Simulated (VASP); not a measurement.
# TiAl (P-6m2) in VASP: a series of runs

The runs below take TiAl through single point, with PBEsol.

Program: VASP 6.6.1. These are calculated values, not measurements. Logs are shortened: lines on timing, memory, paths and dates and some standing lists are left out, and cuts for length are marked.

## Step 1: The cell of the first run

The structure is hexagonal, space group P-6m2 (No. 187). Conventional cell: a = 2.734 Å, b = 2.734 Å, c = 4.435 Å, α = 90.00°, β = 90.00°, γ = 120.00°. Ti (site symmetry -6m2) has 6 Al at 2.72 Å and 6 Ti at 2.73 Å within 3.6 Å. Within 3.6 Å of Al (site symmetry -6m2) lie 6 Ti at 2.72 Å and 6 Al at 2.73 Å.

## Step 2: Single point, PBEsol (strain -0.040 along x and y, -0.040 along z)

INCAR

```
SYSTEM = TiAl
PREC = Accurate
ENCUT = 520
EDIFF = 1E-6
ISMEAR = 0
SIGMA = 0.15
LREAL = .FALSE.
LASPH = .TRUE.
NELM = 100
ALGO = Fast
ISIF = 2
LWAVE = .FALSE.
LCHARG = .FALSE.
GGA = PS
NBANDS = 14
```

KPOINTS

```
regular mesh
0
G
  24 24 14
  0 0 0
```

POSCAR

```
TiAl
1.0
    2.7339084333      0.0000000000      0.0000000000
   -1.3669542166      2.3676341549      0.0000000000
    0.0000000000      0.0000000000      4.4351469498
Ti Al
1 1
Direct
    0.0000000000      0.0000000000      0.0000000000
    0.3333333333      0.6666666667      0.5000000000
```

Potentials or basis: VASP PAW PBE potentials, release 64 (Ti_sv, Al).

Command:

```sh
cat potpaw_PBE.64/Ti_sv/POTCAR potpaw_PBE.64/Al/POTCAR > POTCAR
mpirun -np 1 vasp_std > vasp.out
```

OUTCAR:

```text
SYSTEM = TiAl
   PREC = Accurate
   ENCUT = 520
   EDIFF = 1E-6
   ISMEAR = 0
   LREAL = .FALSE.
   LASPH = .TRUE.
   NELM = 100
   ISIF = 2
   GGA = PS

 ion  position               nearest neighbor table
   1  0.000  0.000  0.000-   2 2.72   2 2.72   2 2.72   2 2.72   2 2.72   2 2.72
   2  0.333  0.667  0.500-   1 2.72   1 2.72   1 2.72   1 2.72   1 2.72   1 2.72

  LATTYP: Found a hexagonal cell.
 ALAT       =     2.7339084333
 C/A-ratio  =     1.6222734075

  Lattice vectors:

 A1 = (   2.7339084333,   0.0000000000,   0.0000000000)
 A2 = (  -1.3669542166,   2.3676341549,   0.0000000000)
 A3 = (   0.0000000000,   0.0000000000,   4.4351469498)

Analysis of symmetry for initial positions (statically):
=====================================================================
 Subroutine PRICEL returns:
 Original cell was already a primitive cell.

 Routine SETGRP: Setting up the symmetry group for a
 hexagonal supercell.

 Subroutine GETGRP returns: Found 12 space group operations
 (whereof 12 operations were pure point group operations)
 out of a pool of 24 trial point group operations.

The static configuration has the point symmetry D_3h.

Analysis of symmetry for dynamics (positions and initial velocities):
=====================================================================
 Subroutine PRICEL returns:
 Original cell was already a primitive cell.

 Routine SETGRP: Setting up the symmetry group for a
 hexagonal supercell.

 Subroutine GETGRP returns: Found 12 space group operations
 (whereof 12 operations were pure point group operations)
 out of a pool of 24 trial point group operations.

The dynamic configuration has the point symmetry D_3h.

 Subroutine INISYM returns: Found 12 space group operations
 (whereof 12 operations are pure point group operations),
 and found     1 'primitive' translations

----------------------------------------------------------------------------------------

                                     Primitive cell

  volume of cell :      28.7082

  direct lattice vectors                    reciprocal lattice vectors
     2.733908433  0.000000000  0.000000000     0.365776698  0.211181275  0.000000000
    -1.366954217  2.367634155  0.000000000     0.000000000  0.422362550  0.000000000
     0.000000000  0.000000000  4.435146950     0.000000000  0.000000000  0.225471672

  length of vectors
     2.733908433  2.733908433  4.435146950     0.422362550  0.422362550  0.225471672

  position of ions in fractional coordinates (direct lattice)
     0.000000000  0.000000000  0.000000000
     0.333333333  0.666666667  0.500000000

  ion indices of the primitive-cell ions
   primitive index   ion index
                 1           1
                 2           2

----------------------------------------------------------------------------------------

 KPOINTS: regular mesh

Automatic generation of k-mesh.
 Grid dimensions read from file:
 generate k-points for:   24   24   14

 Generating k-lattice:

  Cartesian coordinates                     Fractional coordinates (reciprocal lattice)
     0.015240696  0.008799220  0.000000000     0.041666667 -0.000000000  0.000000000
     0.000000000  0.017598440  0.000000000     0.000000000  0.041666667  0.000000000
     0.000000000  0.000000000  0.016105119     0.000000000  0.000000000  0.071428571

  Length of vectors
     0.017598440  0.017598440  0.016105119

  Shift w.r.t. Gamma in fractional coordinates (k-lattice)
     0.000000000  0.000000000  0.000000000

 Subroutine IBZKPT returns following result:
 ===========================================

 Found    488 irreducible k-points:

 Following reciprocal coordinates:
            Coordinates               Weight
  0.000000  0.000000  0.000000      1.000000
  0.041667  0.000000  0.000000      6.000000
  0.083333  0.000000  0.000000      6.000000
  0.125000  0.000000  0.000000      6.000000
  0.166667  0.000000  0.000000      6.000000
  0.208333  0.000000  0.000000      6.000000
[... 16 lines left out ...]
  0.416667  0.041667  0.000000     12.000000
  0.458333  0.041667  0.000000     12.000000
 [... further k-points ...]
   k-points           NKPTS =    488   k-points in BZ     NKDIM =    488   number of bands    NBANDS=     14
   number of dos      NEDOS =    301   number of ions     NIONS =      2
   total plane-waves  NPLWV =  14400
   dimension x,y,z NGX =    20 NGY =   20 NGZ =   36
   dimension x,y,z NGXF=    40 NGYF=   40 NGZF=   72
   ions per type =               1   1
   NGX,Y,Z   is equivalent  to a cutoff of  12.16, 12.16, 13.49 a.u.
   NGXF,Y,Z  is equivalent  to a cutoff of  24.32, 24.32, 26.99 a.u.
 SYSTEM =  TiAl
   PREC   = accura    normal or accurate (medium, high low for compatibility)
   ISTART =      0    job   : 0-new  1-cont  2-samecut
   ICHARG =      2    charge: 1-file 2-atom 10-const
   ISPIN  =      1    spin polarized calculation?
   LNONCOLLINEAR =      F non collinear calculations
   LSORBIT =      F    spin-orbit coupling
   LASPH  =      T    aspherical Exc in radial PAW
   ENCUT  =  520.0 eV  38.22 Ry    6.18 a.u.   5.08  5.08  8.25*2*pi/ulx,y,z
   NELM   =    100;   NELMIN=  2; NELMDL= -5     # of ELM steps
   EDIFF  = 0.1E-05   stopping-criterion for ELM
   LREAL  =      F    real-space projection
   EDIFFG = 0.1E-04   stopping-criterion for IOM
   NSW    =      0    number of steps for IOM
   IBRION =     -1    ionic relax: 0-MD 1-quasi-New 2-CG
   NFREE  =      0    steps in history (QN), initial steepest desc. (CG)
   ISIF   =      2    stress and relaxation
   ISYM   =      2    0-nonsym 1-usesym 2-fastsym
   POTIM  = 0.5000    time-step for ionic-motion
   TEBEG  =    0.0;   TEEND  =   0.0 temperature during run
   PSTRESS=    0.0 pullay stress
   NELECT =      15.0000    total number of electrons
   NUPDOWN=      -1.0000    fix difference up-down
   EMIN   =  10.00;   EMAX   =-10.00  energy-range for DOS
   EFERMI =   0.00;   METHOD = LEGACY
   ISMEAR =     0;   SIGMA  =   0.15  broadening in eV -4-tet -1-fermi 0-gaus
   EFERMI_NEDOS =   21; number of points for ismear=-14 and -15
   IALGO  =     68    algorithm
   IMIX   =      4    mixing-type and parameters
     AMIX     =   0.40;   BMIX     =  1.00
     AMIX_MAG =   1.60;   BMIX_MAG =  1.00
  volume/ion in A,a.u.               =      14.35        96.87
  Fermi-wavevector in a.u.,A,eV,Ry     =   1.318570  2.491735 23.655440  1.738626
  Thomas-Fermi vector in A             =   2.448530
   LORBIT       =      0    0 simple, 1 ext, 2 COOP (PROOUT), +10 PAW based schemes
   GGA     = PS    functional components
   LHFCALC =     F    Hartree Fock is set to
   AEXX    =    0.0000 exact exchange contribution
   IVDW    =     0    specifies the selected vdW correction
   LEPSILON=     F    determine dielectric tensor
   LRPA    =     F    only Hartree local field effects (RPA)
 non-spin polarized calculation
 RMM-DIIS sequential band-by-band and
 Gauss-broadening in eV      SIGMA  =   0.15
  energy-cutoff  :      520.00
  volume of cell :       28.71
 maximum number of plane-waves:       788
   NGX = 11   NGY = 11   NGZ = 17

 number of electron      14.9999998 magnetization

 Free energy of the ion-electron system (eV)
  ---------------------------------------------------
  ext. energy  EPLUGINS =         0.00000000
  ---------------------------------------------------
  free energy    TOTEN  =       -12.76272614 eV

  energy without entropy =      -12.73596794  energy(sigma->0) =      -12.74934704

 E-fermi :   9.3825     XC(G=0): -11.6825

 val. band max:        9.3807304666   @ k =   0.3333   0.3333   0.3571
 cond. band min:       9.3831355034   @ k =   0.3750   0.1250   0.3571
 fundamental gap:      0.0024050368
 Fermi energy:         9.3824804987

 k-point     1 :       0.0000    0.0000    0.0000
  band No.  band energies     occupation
      1     -46.5847      2.00000
      2     -23.0427      2.00000
      3     -22.4248      2.00000
      4     -22.4248      2.00000
      5      -0.2718      2.00000
      6       6.9164      2.00000
      7       7.5624      2.00000
      8      10.8281      0.00000
      9      10.8281      0.00000
     10      12.6420      0.00000
     11      12.6420      0.00000
     12      14.1224      0.00000
     13      23.2549      0.00000
     14      23.2550      0.00000

 k-point     2 :       0.0417    0.0000    0.0000
  band No.  band energies     occupation
      1     -46.5818      2.00000
      2     -23.0399      2.00000
      3     -22.4411      2.00000
      4     -22.4284      2.00000
      5      -0.2238      2.00000
      6       6.9708      2.00000
      7       7.5612      2.00000
      8      10.7749      0.00000
      9      10.8711      0.00000
     10      12.6264      0.00000
     11      12.6533      0.00000
     12      14.1349      0.00000
     13      22.4824      0.00000
     14      22.8739      0.00000

 k-point     3 :       0.0833    0.0000    0.0000
  band No.  band energies     occupation
      1     -46.5734      2.00000
      2     -23.0320      2.00000
      3     -22.4888      2.00000
      4     -22.4389      2.00000
      5      -0.0805      2.00000
      6       7.1299      2.00000
      7       7.5578      2.00000
      8      10.6241      0.00000
      9      10.9986      0.00000
     10      12.5806      0.00000
     11      12.6877      0.00000
     12      14.1705      0.00000
     13      21.0786      0.00000
     14      22.2063      0.00000

 k-point     4 :       0.1250    0.0000    0.0000
  band No.  band energies     occupation
      1     -46.5601      2.00000
      2     -23.0193      2.00000
      3     -22.5642      2.00000
      4     -22.4555      2.00000
      5       0.1565      2.00000
      6       7.3793      2.00000
      7       7.5520      2.00000
      8      10.4009      0.00000
      9      11.2064      0.00000
     10      12.5088      0.00000
     11      12.7472      0.00000
     12      14.2232      0.00000
     13      19.6071      0.00000
     14      21.5332      0.00000

 k-point     5 :       0.1667    0.0000    0.0000
  band No.  band energies     occupation
      1     -46.5426      2.00000
      2     -23.0027      2.00000
      3     -22.6615      2.00000
      4     -22.4772      2.00000
      5       0.4844      2.00000
      6       7.5438      2.00000
      7       7.6896      2.00000
      8      10.1425      0.00000
      9      11.4873      0.00000
     10      12.4166      0.00000
     11      12.8340      0.00000
[... 276 lines left out ...]
 k-point    22 :       0.3750    0.0417    0.0000
  band No.  band energies     occupation
      1     -46.4312      2.00000
      2     -23.2458      2.00000
      3     -22.8975      2.00000
      4     -22.6200      2.00000
      5       3.7401      2.00000
      6       7.5004      2.00000
      7       7.7969      2.00000
      8       8.7117      2.00000
      9      11.7641      0.00000
     10      13.3843      0.00000
     11      13.8359      0.00000
     12      14.0577      0.00000
     13      15.4690      0.00000
     14      18.0641      0.00000

 k-point    23 :       0.4167    0.0417    0.0000
  band No.  band energies     occupation
      1     -46.4200      2.00000
      2     -23.3023      2.00000
      3     -22.8870      2.00000
      4     -22.6338      2.00000
      5       4.5019      2.00000
      6       7.2973      2.00000
      7       7.4968      2.00000
      8       8.3265      2.00000
      9      11.7021      0.00000
     10      13.6700      0.00000
     11      13.9968      0.00000
     12      14.2308      0.00000
     13      15.6566      0.00000
     14      17.8867      0.00000

 k-point    24 :       0.4583    0.0417    0.0000
  band No.  band energies     occupation
      1     -46.4142      2.00000
      2     -23.3314      2.00000
      3     -22.8815      2.00000
      4     -22.6409      2.00000
      5       5.1714      2.00000
      6       6.6959      2.00000
      7       7.4951      2.00000
      8       8.1707      2.00000
      9      11.6700      0.00000
     10      13.8614      0.00000
     11      14.0892      0.00000
     12      14.3235      0.00000
     13      15.8032      0.00000
     14      17.7994      0.00000

 [... further k-points ...]

------------------------ aborting loop because EDIFF is reached ----------------------------------------

  FORCE on cell =-STRESS in cart. coord.  units (eV):
  Direction    XX          YY          ZZ          XY          YZ          ZX
  --------------------------------------------------------------------------------------
  -------------------------------------------------------------------------------------
  Total        2.8801505      2.8801505      3.4877489      0.0000000      0.0000000      0.0000000
  in kB      160.7382355    160.7382355    194.6476717      0.0000000      0.0000000      0.0000000
  external PRESSURE =     172.0413809 kB  Pullay stress =       0.0000000 kB

 VOLUME and BASIS-vectors are now :
 -----------------------------------------------------------------------------
  energy-cutoff  :      520.00
  volume of cell :       28.71
      direct lattice vectors                 reciprocal lattice vectors
     2.733908433  0.000000000  0.000000000     0.365776698  0.211181275  0.000000000
    -1.366954217  2.367634155  0.000000000     0.000000000  0.422362550  0.000000000
     0.000000000  0.000000000  4.435146950     0.000000000  0.000000000  0.225471672

 POSITION                                       TOTAL-FORCE (eV/Angst)
 -----------------------------------------------------------------------------------
      0.00000      0.00000      0.00000        -0.000000      0.000000      0.000000
     -0.00000      1.57842      2.21757         0.000000     -0.000000      0.000000
 -----------------------------------------------------------------------------------
    total drift:                                0.000000     -0.000000      0.000000

  FREE ENERGIE OF THE ION-ELECTRON SYSTEM (eV)
  ---------------------------------------------------
  free  energy   TOTEN  =       -12.7627261441 eV

  energy  without entropy=      -12.7359679431  energy(sigma->0) =      -12.74934704
```

It took 2.4 min on 1 thread of Intel Xeon 6975P-C (Granite Rapids), shared host; peak memory 0.31 GiB.

What came out:

```
Free energy            : -12.7627 eV
Pressure               : 17.2 GPa
Band gap on the k mesh : zero (an odd number of electrons rules out a gap without spin polarisation)
```

Levels at points of the mesh, in eV from the Fermi level:
| k point | band 3 | band 4 | band 5 | band 6 | band 7 | band 8 | band 9 | band 10 | band 11 | band 12 |
| --- | --- | --- | --- | --- | --- | --- | --- | --- | --- | --- |
| (0.00, 0.00, 0.00) | -31.81 | -31.81 | -9.65 | -2.47 | -1.82 | 1.45 | 1.45 | 3.26 | 3.26 | 4.74 |
| (0.50, 0.00, 0.00) | -32.26 | -32.01 | -4.11 | -2.84 | -1.91 | -1.26 | 2.41 | 4.58 | 4.73 | 4.91 |
| (0.00, 0.00, 0.50) | -31.81 | -31.81 | -8.57 | -5.60 | -0.54 | 1.46 | 1.46 | 3.16 | 3.16 | 7.43 |
| (0.50, 0.00, 0.50) | -32.27 | -32.01 | -4.11 | -2.51 | -2.13 | 0.83 | 1.05 | 2.18 | 3.54 | 4.73 |

Caveat: the cell differs from its parent crystal (strain -0.040 along x and y, -0.040 along z); the cell stands under pressure; the PAW data sets were made with another functional, which shifts forces and pressure a little.

## Step 3: Single point, PBEsol (strain -0.080 along x and y, +0.080 along z)

INCAR

```
SYSTEM = TiAl
  ALGO = Fast
  EDIFF = 1E-6
  ENCUT = 520
  GGA = PS
  ISIF = 2
  ISMEAR = 0
  LASPH = .TRUE.
  LCHARG = .TRUE.
  LELF = .TRUE.
  LREAL = .FALSE.
  LVHAR = .TRUE.
  LWAVE = .FALSE.
  NBANDS = 14
  NELM = 80
  PREC = Accurate
  SIGMA = 0.15
```

KPOINTS

```
k-points
0
G
  24 24 14
  0 0 0
```

POSCAR

```
TiAl
1.0
    2.6199955819      0.0000000000      0.0000000000
   -1.3099977909      2.2689827318      0.0000000000
    0.0000000000      0.0000000000      4.9895403186
Ti Al
1 1
Direct
    0.0000000000      0.0000000000      0.0000000000
    0.3333333333      0.6666666667      0.5000000000
```

Potentials or basis: VASP PAW PBE potentials, release 64 (Ti_sv, Al).

Command:

```sh
cat potpaw_PBE.64/Ti_sv/POTCAR potpaw_PBE.64/Al/POTCAR > POTCAR
mpirun -np 1 vasp_std > vasp.out
```

Wall time 2.5 min (1 thread of Intel Xeon 6975P-C (Granite Rapids), shared host); peak memory 0.31 GiB.

The run converged. Its results:

- Free energy: -12.5347 eV
- Pressure: 12.2 GPa
- Band gap on the k mesh: zero (an odd number of electrons rules out a gap without spin polarisation)

Stress tensor (GPa, compression positive):
```
 23.97   0.00   0.00
  0.00  23.97   0.00
  0.00   0.00 -11.32
```

Levels at points of the mesh, in eV from the Fermi level:
| k point | band 4 | band 5 | band 6 | band 7 | band 8 | band 9 | band 10 | band 11 |
| --- | --- | --- | --- | --- | --- | --- | --- | --- |
| (0.00, 0.00, 0.00) | -31.85 | -10.05 | -3.25 | -3.19 | 1.31 | 1.31 | 2.28 | 3.49 |
| (0.50, 0.00, 0.00) | -32.14 | -3.98 | -2.64 | -2.15 | -1.75 | 2.61 | 3.65 | 3.91 |
| (0.00, 0.00, 0.50) | -31.85 | -9.43 | -5.99 | -1.60 | 1.31 | 1.31 | 3.47 | 3.47 |
| (0.50, 0.00, 0.50) | -32.14 | -3.94 | -2.81 | -2.44 | 0.64 | 1.08 | 1.87 | 2.54 |

Caveat: the cell differs from its parent crystal (strain -0.080 along x and y, +0.080 along z); the stress differs along the axes, from -11 to 24 GPa; the PAW data sets were made with another functional, which shifts forces and pressure a little.

(Continued in part 2 of 2.)
